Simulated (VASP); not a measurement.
# Sr (Fm-3m) in VASP: a series of runs

Sr is run at these levels: PBEsol, r2SCAN; tasks: single point.

Everything below comes from runs of VASP 6.6.1. Logs are shortened: lines on timing, memory, paths and dates and some standing lists are left out, and cuts for length are marked.

## Step 1: The cell of the first run

The structure is cubic, space group Fm-3m (No. 225). Conventional cell: a = 5.932 Å, b = 5.932 Å, c = 5.932 Å, α = 90.00°, β = 90.00°, γ = 90.00°. Sr (site symmetry m-3m) has 12 Sr at 4.19 Å within 5.5 Å.

## Step 2: Single point, PBEsol

INCAR reads:

```
SYSTEM = Sr
  ALGO = Normal
  EDIFF = 1E-6
  ENCUT = 520
  GGA = PS
  ISIF = 2
  ISMEAR = -1
  LASPH = .True.
  LCHARG = .False.
  LREAL = .False.
  LWAVE = .False.
  NBANDS = 11
  NELM = 80
  PREC = Accurate
  SIGMA = 0.05
```

KPOINTS reads:

```
k-points
0
Gamma
  9 9 9
  0 0 0
```

POSCAR reads:

```
Sr
1.0
    0.0000000000      2.9661460000      2.9661460000
    2.9661460000      0.0000000000      2.9661460000
    2.9661460000      2.9661460000      0.0000000000
Sr
1
Direct
    0.0000000000      0.0000000000      0.0000000000
```

Potentials or basis: VASP PAW PBE potentials, release 64 (Sr_sv).

On the command line:

```console
cat potpaw_PBE.64/Sr_sv/POTCAR > POTCAR
mpirun -np 1 vasp_std > vasp.out
```

OUTCAR:

```text
SYSTEM = Sr
   EDIFF = 1E-6
   ENCUT = 520
   GGA = PS
   ISIF = 2
   ISMEAR = -1
   LASPH = .True.
   LREAL = .False.
   NELM = 80
   PREC = Accurate

 ion  position               nearest neighbor table
   1  0.000  0.000  0.000-

  LATTYP: Found a face centered cubic cell.
 ALAT       =     5.9322920000

  Lattice vectors:

 A1 = (   0.0000000000,   2.9661460000,   2.9661460000)
 A2 = (   2.9661460000,   0.0000000000,   2.9661460000)
 A3 = (   2.9661460000,   2.9661460000,   0.0000000000)

Analysis of symmetry for initial positions (statically):
=====================================================================
 Subroutine PRICEL returns:
 Original cell was already a primitive cell.

 Routine SETGRP: Setting up the symmetry group for a
 face centered cubic supercell.

 Subroutine GETGRP returns: Found 48 space group operations
 (whereof 48 operations were pure point group operations)
 out of a pool of 48 trial point group operations.

The static configuration has the point symmetry O_h .

Analysis of symmetry for dynamics (positions and initial velocities):
=====================================================================
 Subroutine PRICEL returns:
 Original cell was already a primitive cell.

 Routine SETGRP: Setting up the symmetry group for a
 face centered cubic supercell.

 Subroutine GETGRP returns: Found 48 space group operations
 (whereof 48 operations were pure point group operations)
 out of a pool of 48 trial point group operations.

The dynamic configuration has the point symmetry O_h .

 Subroutine INISYM returns: Found 48 space group operations
 (whereof 48 operations are pure point group operations),
 and found     1 'primitive' translations

----------------------------------------------------------------------------------------

                                     Primitive cell

  volume of cell :      52.1924

  direct lattice vectors                    reciprocal lattice vectors
     0.000000000  2.966146000  2.966146000    -0.168568911  0.168568911  0.168568911
     2.966146000  0.000000000  2.966146000     0.168568911 -0.168568911  0.168568911
     2.966146000  2.966146000  0.000000000     0.168568911  0.168568911 -0.168568911

  length of vectors
     4.194763901  4.194763901  4.194763901     0.291969918  0.291969918  0.291969918

  position of ions in fractional coordinates (direct lattice)
     0.000000000  0.000000000  0.000000000

  ion indices of the primitive-cell ions
   primitive index   ion index
                 1           1

----------------------------------------------------------------------------------------

 KPOINTS: k-points

Automatic generation of k-mesh.
 Grid dimensions read from file:
 generate k-points for:    9    9    9

 Generating k-lattice:

  Cartesian coordinates                     Fractional coordinates (reciprocal lattice)
    -0.018729879  0.018729879  0.018729879     0.111111111  0.000000000  0.000000000
     0.018729879 -0.018729879  0.018729879     0.000000000  0.111111111  0.000000000
     0.018729879  0.018729879 -0.018729879     0.000000000  0.000000000  0.111111111

  Length of vectors
     0.032441102  0.032441102  0.032441102

  Shift w.r.t. Gamma in fractional coordinates (k-lattice)
     0.000000000  0.000000000  0.000000000

 Subroutine IBZKPT returns following result:
 ===========================================

 Found     35 irreducible k-points:

 Following reciprocal coordinates:
            Coordinates               Weight
  0.000000  0.000000  0.000000      1.000000
  0.111111  0.000000  0.000000      8.000000
  0.222222  0.000000  0.000000      8.000000
  0.333333  0.000000  0.000000      8.000000
  0.444444  0.000000  0.000000      8.000000
  0.111111  0.111111  0.000000      6.000000
[... 16 lines left out ...]
 -0.333333  0.333333  0.000000     12.000000
  0.444444  0.444444  0.000000      6.000000
 [... further k-points ...]
   k-points           NKPTS =     35   k-points in BZ     NKDIM =     35   number of bands    NBANDS=     11
   number of dos      NEDOS =    301   number of ions     NIONS =      1
   total plane-waves  NPLWV =  32768
   dimension x,y,z NGX =    32 NGY =   32 NGZ =   32
   dimension x,y,z NGXF=    64 NGYF=   64 NGZF=   64
   ions per type =               1
   NGX,Y,Z   is equivalent  to a cutoff of  12.68, 12.68, 12.68 a.u.
   NGXF,Y,Z  is equivalent  to a cutoff of  25.36, 25.36, 25.36 a.u.
 SYSTEM =  Sr
   PREC   = accura    normal or accurate (medium, high low for compatibility)
   ISTART =      0    job   : 0-new  1-cont  2-samecut
   ICHARG =      2    charge: 1-file 2-atom 10-const
   ISPIN  =      1    spin polarized calculation?
   LNONCOLLINEAR =      F non collinear calculations
   LSORBIT =      F    spin-orbit coupling
   LASPH  =      T    aspherical Exc in radial PAW
   ENCUT  =  520.0 eV  38.22 Ry    6.18 a.u.   7.80  7.80  7.80*2*pi/ulx,y,z
   NELM   =     80;   NELMIN=  2; NELMDL= -5     # of ELM steps
   EDIFF  = 0.1E-05   stopping-criterion for ELM
   LREAL  =      F    real-space projection
   EDIFFG = 0.1E-04   stopping-criterion for IOM
   NSW    =      0    number of steps for IOM
   IBRION =     -1    ionic relax: 0-MD 1-quasi-New 2-CG
   NFREE  =      0    steps in history (QN), initial steepest desc. (CG)
   ISIF   =      2    stress and relaxation
   ISYM   =      2    0-nonsym 1-usesym 2-fastsym
   POTIM  = 0.5000    time-step for ionic-motion
   TEBEG  =    0.0;   TEEND  =   0.0 temperature during run
   PSTRESS=    0.0 pullay stress
   NELECT =      10.0000    total number of electrons
   NUPDOWN=      -1.0000    fix difference up-down
   EMIN   =  10.00;   EMAX   =-10.00  energy-range for DOS
   EFERMI =   0.00;   METHOD = LEGACY
   ISMEAR =    -1;   SIGMA  =   0.05  broadening in eV -4-tet -1-fermi 0-gaus
   EFERMI_NEDOS =   21; number of points for ismear=-14 and -15
   IALGO  =     38    algorithm
   IMIX   =      4    mixing-type and parameters
     AMIX     =   0.40;   BMIX     =  1.00
     AMIX_MAG =   1.60;   BMIX_MAG =  1.00
  volume/ion in A,a.u.               =      52.19       352.21
  Fermi-wavevector in a.u.,A,eV,Ry     =   0.943783  1.783492 12.119077  0.890727
  Thomas-Fermi vector in A             =   2.071524
   LORBIT       =      0    0 simple, 1 ext, 2 COOP (PROOUT), +10 PAW based schemes
   GGA     = PS    functional components
   LHFCALC =     F    Hartree Fock is set to
   AEXX    =    0.0000 exact exchange contribution
   IVDW    =     0    specifies the selected vdW correction
   LEPSILON=     F    determine dielectric tensor
   LRPA    =     F    only Hartree local field effects (RPA)
 non-spin polarized calculation
  energy-cutoff  :      520.00
  volume of cell :       52.19
 maximum number of plane-waves:      1420
   NGX = 15   NGY = 15   NGZ = 15

 number of electron      10.0000000 magnetization

 Free energy of the ion-electron system (eV)
  ---------------------------------------------------
  ext. energy  EPLUGINS =         0.00000000
  ---------------------------------------------------
  free energy    TOTEN  =        -1.84226070 eV

  energy without entropy =       -1.83215876  energy(sigma->0) =       -1.83720973

 E-fermi :   1.6802     XC(G=0):  -7.5953

 val. band max:        1.6059740902   @ k =  -0.3333   0.4444   0.2222
 cond. band min:       1.7330161300   @ k =  -0.4444   0.2222   0.0000
 fundamental gap:      0.1270420398
 Fermi energy:         1.6801914185

 k-point     1 :       0.0000    0.0000    0.0000
  band No.  band energies     occupation
      1     -34.7596      2.00000
      2     -16.6508      2.00000
      3     -16.6508      2.00000
      4     -16.6508      2.00000
      5      -2.0644      2.00000
      6       4.0628      0.00000
      7       4.0628      0.00000
      8       4.0628      0.00000
      9       5.6240      0.00000
     10       5.6240      0.00000
     11       8.9502      0.00000

 k-point     2 :       0.1111    0.0000    0.0000
  band No.  band energies     occupation
      1     -34.7574      2.00000
      2     -16.6797      2.00000
      3     -16.6546      2.00000
      4     -16.6546      2.00000
      5      -1.8559      2.00000
      6       3.7538      0.00000
      7       4.1566      0.00000
      8       4.1566      0.00000
      9       5.5022      0.00000
     10       5.5022      0.00000
     11       9.4546      0.00000

 k-point     3 :       0.2222    0.0000    0.0000
  band No.  band energies     occupation
      1     -34.7521      2.00000
      2     -16.7517      2.00000
      3     -16.6642      2.00000
      4     -16.6642      2.00000
      5      -1.2700      2.00000
      6       3.1170      0.00000
      7       4.2466      0.00000
      8       4.2466      0.00000
      9       5.4846      0.00000
     10       5.4846      0.00000
     11       8.9428      0.00000

 k-point     4 :       0.3333    0.0000    0.0000
  band No.  band energies     occupation
      1     -34.7460      2.00000
      2     -16.8319      2.00000
      3     -16.6752      2.00000
      4     -16.6752      2.00000
      5      -0.4356      2.00000
      6       2.4697      0.00000
      7       4.0835      0.00000
      8       4.0835      0.00000
      9       5.9918      0.00000
     10       5.9918      0.00000
     11       8.1161      0.00000
[... 239 lines left out ...]
 k-point    22 :      -0.4444    0.3333    0.0000
  band No.  band energies     occupation
      1     -34.7364      2.00000
      2     -16.8463      2.00000
      3     -16.7718      2.00000
      4     -16.7209      2.00000
      5       1.3137      1.99869
      6       1.9482      0.00936
      7       2.6839      0.00000
      8       5.2272      0.00000
      9       5.9485      0.00000
     10       6.7374      0.00000
     11       7.5154      0.00000

 k-point    23 :      -0.3333    0.3333    0.0000
  band No.  band energies     occupation
      1     -34.7370      2.00000
      2     -16.8120      2.00000
      3     -16.8105      2.00000
      4     -16.7078      2.00000
      5       1.5041      1.94263
      6       1.9774      0.00523
      7       2.4944      0.00000
      8       4.8738      0.00000
      9       5.9104      0.00000
     10       6.1814      0.00000
     11       8.5536      0.00000

 k-point    24 :       0.4444    0.4444    0.0000
  band No.  band energies     occupation
      1     -34.7362      2.00000
      2     -16.8694      2.00000
      3     -16.7349      2.00000
      4     -16.7349      2.00000
      5       0.8609      2.00000
      6       2.0067      0.00291
      7       2.8558      0.00000
      8       6.4752      0.00000
      9       6.4752      0.00000
     10       6.7065      0.00000
     11       7.8904      0.00000

 [... further k-points ...]
[... 5 lines left out ...]
  --------------------------------------------------------------------------------------
  -------------------------------------------------------------------------------------
  Total       -0.0123712     -0.0123712     -0.0123712      0.0000000      0.0000000      0.0000000
  in kB       -0.3797644     -0.3797644     -0.3797644      0.0000000      0.0000000      0.0000000
  external PRESSURE =      -0.3797644 kB  Pullay stress =       0.0000000 kB

 VOLUME and BASIS-vectors are now :
 -----------------------------------------------------------------------------
  energy-cutoff  :      520.00
  volume of cell :       52.19
      direct lattice vectors                 reciprocal lattice vectors
     0.000000000  2.966146000  2.966146000    -0.168568911  0.168568911  0.168568911
     2.966146000  0.000000000  2.966146000     0.168568911 -0.168568911  0.168568911
     2.966146000  2.966146000  0.000000000     0.168568911  0.168568911 -0.168568911

 POSITION                                       TOTAL-FORCE (eV/Angst)
 -----------------------------------------------------------------------------------
      0.00000      0.00000      0.00000         0.000000     -0.000000     -0.000000
 -----------------------------------------------------------------------------------
    total drift:                                0.000000      0.000000      0.000000

  FREE ENERGIE OF THE ION-ELECTRON SYSTEM (eV)
  ---------------------------------------------------
  free  energy   TOTEN  =        -1.8422607014 eV

  energy  without entropy=       -1.8321587634  energy(sigma->0) =       -1.83720973
```

Wall time 6.8 s (1 thread of Intel Xeon 6975P-C (Granite Rapids), shared host); peak memory 0.17 GiB.

Results:

```yaml
Free_energy: -1.8423 eV
Pressure: 0.0 GPa
Band_gap_on_the_k_mesh: 0.13 eV, indirect (least direct gap 0.22 eV)
```

Caveat: the PAW data sets were made with another functional, which shifts forces and pressure a little. A k mesh can miss the band edges.

## Step 3: Single point, r2SCAN

POSCAR is that of step 2.

INCAR.step1 reads:

```
SYSTEM = Sr
ALGO     = Normal         ! electronic algorithm
EDIFF    = 1E-4           ! SCF threshold, eV
ENCUT    = 520            ! plane-wave cutoff, eV
GGA      = PE             ! functional
ISMEAR   = -1             ! smearing method
LASPH    = .TRUE.         ! aspherical terms in the spheres
LCHARG   = .FALSE.        ! write CHGCAR
LREAL    = .FALSE.        ! projectors in reciprocal space
LWAVE    = .TRUE.         ! write WAVECAR
NBANDS   = 11             ! bands
NELM     = 80             ! most SCF steps
PREC     = Accurate       ! precision mode
SIGMA    = 0.05           ! smearing width, eV
```

INCAR.step2 reads:

```
SYSTEM = Sr
ALGO     = Normal         ! electronic algorithm
EDIFF    = 1E-6           ! SCF threshold, eV
ENCUT    = 520            ! plane-wave cutoff, eV
ISIF     = 2              ! what is computed and relaxed
ISMEAR   = -1             ! smearing method
ISTART   = 1            
LASPH    = .TRUE.         ! aspherical terms in the spheres
LCHARG   = .TRUE.         ! write CHGCAR
LELF     = .TRUE.         ! ELF
LMIXTAU  = .TRUE.       
LREAL    = .FALSE.        ! projectors in reciprocal space
LVHAR    = .TRUE.       
LWAVE    = .FALSE.        ! write WAVECAR
METAGGA  = R2SCAN         ! meta-GGA
NBANDS   = 11             ! bands
NELM     = 80             ! most SCF steps
PREC     = Accurate       ! precision mode
SIGMA    = 0.05           ! smearing width, eV
```

KPOINTS reads:

```
k-points
0
G
  9 9 9
  0 0 0
```

Potentials or basis: VASP PAW PBE potentials, release 64 (Sr_sv).

On the command line:

```console
cat potpaw_PBE.64/Sr_sv/POTCAR > POTCAR
cp INCAR.step1 INCAR
mpirun -np 1 vasp_std > vasp.out
cp INCAR.step2 INCAR
mpirun -np 1 vasp_std > vasp.out
```

It took 26 s on 1 thread of Intel Xeon 6975P-C (Granite Rapids), shared host; peak memory 0.18 GiB.

It converged, with:

* Free energy: -15.0867 eV
* Pressure: 1.1 GPa
* Band gap on the k mesh: 0.08 eV, indirect (least direct gap 0.28 eV)

Levels at points of the mesh, in eV from the valence-band top:
| k point | band 2 | band 3 | band 4 | band 5 | band 6 | band 7 | band 8 | band 9 |
| --- | --- | --- | --- | --- | --- | --- | --- | --- |
| (0.00, 0.00, 0.00) | -19.10 | -19.10 | -19.10 | -3.85 | 2.82 | 2.82 | 2.82 | 4.45 |

Caveat: the PAW data sets were made with another functional, which shifts forces and pressure a little. A k mesh can miss the band edges.
